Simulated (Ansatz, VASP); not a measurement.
**EuS: VASP beside Ansatz**

```
CELL_PARAMETERS angstrom
0.00000 2.97850 2.97850
2.97850 0.00000 2.97850
2.97850 2.97850 0.00000
ATOMIC_POSITIONS crystal
Eu 0.00000 0.00000 0.00000
S 0.50000 0.50000 0.50000
```

Alike in both runs: task single point; functional PBE; k mesh 7 × 7 × 7; occupations fermi-dirac, width 0.05 eV; collinear spin; Hubbard terms Eu f U = 3.0 eV.

|  | VASP | Ansatz |
| --- | --- | --- |
| version | VASP 6.6.1 | Ansatz 0.2.0 |
| potentials or method | VASP PAW PBE potentials, release 64 (Eu, S), cutoff 600 eV | plane waves, PAW |
| valence electrons in the cell | 23 | 23 |

```tsv
	VASP	Ansatz	Ansatz less VASP
gap on the k mesh at the Fermi level (eV)	none	none	-
net moment per atom (μB)	3.50	3.50	0.000
size of the moment on the site where the two differ most (μB)	6.67	6.83	+0.165
```

Site moments also hang on the region over which each program counts them. The programs project onto different local orbitals, so the same U acts differently, and such runs can settle in different states. A gap of «none» marks a metal or a gap that the smearing closes. Ansatz's warnings: filled band counts differ across k points, given moment on shells, stability check not made.

Spin-orbit coupling is off throughout.
